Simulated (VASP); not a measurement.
Li6P2Rh, 9 atoms in the cell. The typed cell holds 9 atoms: a = 6.462 Å, b = 6.462 Å, c = 3.213 Å, α = 90.00°, β = 90.00°, γ = 60.00°. 

```yaml
Program: VASP 6.6.1
Task: single point
Functional: PBE
Potentials_or_basis: VASP PAW PBE potentials, release 64 (Li_sv, Rh_pv, P)
Cutoff: 520 eV
k_mesh: 3 × 3 × 6
Occupations: fermi-dirac, width 0.1 eV
Spin: no spin polarisation
Hubbard_terms: Rh d U = 5.0 eV
Dipole_correction: no
Further_INCAR_settings: ALGO = Normal; EDIFF = 1e-06; NBANDS = 32
```

Potentials or basis: VASP PAW PBE potentials, release 64 (Li_sv, Rh_pv, P).

Command:

```sh
$ cat potpaw_PBE.64/Li_sv/POTCAR potpaw_PBE.64/Rh_pv/POTCAR potpaw_PBE.64/P/POTCAR > POTCAR
$ mpirun -np 1 vasp_std > vasp.out
```

Hardware: 1 thread of AMD EPYC 7R43 64-Core Processor (Zen 3) (shared host).

Task: How long does it take, and how much memory?

Result: Run time: 2.4 min on 1 thread of AMD EPYC 7R43 64-Core Processor (Zen 3), with other jobs on the host, peak memory 0.2 GiB. Counts: scf iterations 16, k points 16.
